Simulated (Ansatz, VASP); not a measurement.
InSb in VASP and in Ansatz

```
CELL_PARAMETERS angstrom
0.00000 3.01861 3.01861
3.01861 0.00000 3.01861
3.01861 3.01861 0.00000
ATOMIC_POSITIONS crystal
In 0.00000 0.00000 0.00000
Sb 0.50000 0.50000 0.50000
```

Alike in both runs: task single point; functional PBEsol; k mesh 12 × 12 × 12; occupations gaussian, width 0.1 eV; no spin polarisation.

```csv
,VASP,Ansatz
version,VASP 6.6.1,Ansatz 0.2.0
potentials or method,"VASP PAW PBE potentials, release 64 (In_d, Sb), cutoff 500 eV","scalar-relativistic, plane waves, PAW"
valence electrons in the cell,18,28
```

```csv
,VASP,Ansatz,Ansatz less VASP
gap on the k mesh at the Fermi level (eV),none,none,-
pressure (GPa),0.0,0.0,-0.03
```

VASP's potentials were made for PBE, not for PBEsol, and Ansatz warns of the same on its side. A gap of «none» marks a metal or a gap that the smearing closes. VASP's potentials hold 18 valence electrons a cell and Ansatz's 28, so a difference there can come from the potentials and not from the codes.

Spin-orbit coupling is off throughout.
